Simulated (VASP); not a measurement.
Here is a VASP 6.6.1 calculation.

The input INCAR:

```
SYSTEM = F
  ALGO = Normal
  EDIFF = 1E-6
  ENCUT = 520
  GGA = PS
  ISIF = 2
  ISMEAR = 0
  LASPH = .True.
  LCHARG = .False.
  LREAL = .False.
  LWAVE = .False.
  NBANDS = 22
  NELM = 100
  PREC = Accurate
  SIGMA = 0.05
```

File KPOINTS:

```
k-points
0
Gamma
  4 4 2
  0 0 0
```

Contents of POSCAR:

```
F
1.0
    3.2389009936     -1.8615074069     -0.2498119861
    3.2389009936      1.8615074069     -0.2498119861
   -2.4354061261      0.0000000000      7.4548272690
F
4
Direct
    0.0848459664      0.0848459664      0.0740235354
    0.9151540336      0.9151540336      0.9259764646
    0.5015719855      0.5015719855      0.5937195244
    0.4984280145      0.4984280145      0.4062804756
```

Potentials or basis: VASP PAW PBE potentials, release 64 (F).

Launch:

```sh
$ cat potpaw_PBE.64/F/POTCAR > POTCAR
$ mpirun -np 1 vasp_std > vasp.out
```

Task: What does it give for the largest force?

Result: 9.276 eV/Å.

Task: Predict the band gap on the k mesh.

Result: 1.92 eV, indirect (least direct gap 1.97 eV).

Task: What does it give for the pressure?

Result: 5.2 GPa.

Stress tensor (GPa, compression positive):
```
 6.48  0.00 11.40
 0.00 -0.52  0.00
11.40  0.00  9.54
```

Caveat: the k points lie up to 0.50 Å⁻¹ apart; the standard files for N, O and F lose accuracy on very short bonds; the PAW data sets were made with another functional, which shifts forces and pressure a little. A k mesh can miss the band edges.
